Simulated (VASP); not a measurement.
Set up this calculation in VASP 6.6.1, as the native input.

```yaml
Task: single point
Functional: PBE
Potentials_or_basis: VASP PAW PBE potentials, release 64 (Zn, Se)
Cutoff: 500 eV
k_mesh: 6 × 6 × 6
Occupations: gaussian, width 0.1 eV
Spin: no spin polarisation
Dipole_correction: no
Further_INCAR_settings: ALGO = Normal; EDIFF = 1e-06; NBANDS = 16
```

The structure of ZnSe (pbe) lies in POSCAR:

```
ZnSe
1.0
    0.0000000000      2.8340000000      2.8340000000
    2.8340000000      0.0000000000      2.8340000000
    2.8340000000      2.8340000000      0.0000000000
Zn Se
1 1
Direct
    0.0000000000      0.0000000000      0.0000000000
    0.2500000000      0.2500000000      0.2500000000
```

These files were run (other wordings do the same):

INCAR

```
SYSTEM = ZnSe
PREC = Accurate
ENCUT = 500
EDIFF = 1E-6
ISMEAR = 0
SIGMA = 0.1
LREAL = .False.
LASPH = .True.
NELM = 120
ALGO = Normal
ISIF = 2
LWAVE = .False.
LCHARG = .True.
GGA = PE
LELF = .True.
LVHAR = .True.
NBANDS = 16
GGA_COMPAT = .False.
```

KPOINTS

```
regular mesh
0
Gamma
  6 6 6
  0 0 0
```

Potentials or basis: VASP PAW PBE potentials, release 64 (Zn, Se).

Command:

```sh
$ cat potpaw_PBE.64/Zn/POTCAR potpaw_PBE.64/Se/POTCAR > POTCAR
$ mpirun -np 1 vasp_std > vasp.out
```

Results of the run:

```
Pressure               : 2.3 GPa
Band gap on the k mesh : 1.29 eV, direct
```

It took 19 s on 1 thread of AMD EPYC 9R45 (Zen 5), with other jobs on the host, peak memory 0.13 GiB.
